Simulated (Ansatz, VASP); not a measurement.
## TiO2 in VASP and in Ansatz

```
CELL_PARAMETERS angstrom
6.15358 -1.88347 0.00000
6.15358 1.88347 0.00000
-1.92833 0.00000 6.20239
ATOMIC_POSITIONS crystal
Ti 0.90007 0.90007 0.28960
Ti 0.19529 0.19529 0.28376
Ti 0.09993 0.09993 0.71040
Ti 0.80471 0.80471 0.71624
O 0.36193 0.36193 0.29340
O 0.26349 0.26349 0.65250
O 0.86719 0.86719 0.99529
O 0.73651 0.73651 0.34750
O 0.94165 0.94165 0.63002
O 0.13281 0.13281 0.00471
O 0.63807 0.63807 0.70660
O 0.05835 0.05835 0.36998
```

Alike in both runs: task single point; functional PBE; k mesh 6 × 6 × 3; occupations fermi-dirac, width 0.05 eV; no spin polarisation.

```csv
,VASP,Ansatz
version,VASP 6.6.1,Ansatz 0.2.0
potentials or method,"VASP PAW PBE potentials, release 64 (Ti_sv, O)",Ansatz PAW
plane-wave cutoff (eV),520,420
valence electrons in the cell,96,96
```

VASP gave:

- gap on the k mesh at the Fermi level (eV): 2.82
- least direct gap on the mesh (eV): 2.96
- pressure (GPa): 3.8
- traceless stress, the component that is largest in VASP (GPa): 5.92
- rms of the force components (eV/Å): 0.262

**Question.** Estimate Ansatz's values.

**Answer.** gap on the k mesh at the Fermi level (eV): 2.85; least direct gap on the mesh (eV): 2.98; pressure (GPa): 3.2; traceless stress, the component that is largest in VASP (GPa): 5.79; rms of the force components (eV/Å): 0.240.

Atom by atom the forces differ by 0.027 eV/Å (rms over components).

Noted on Ansatz's run: odd divisions of the mesh miss points on the zone boundary, where band edges often lie, so the gap on the mesh can be too wide.
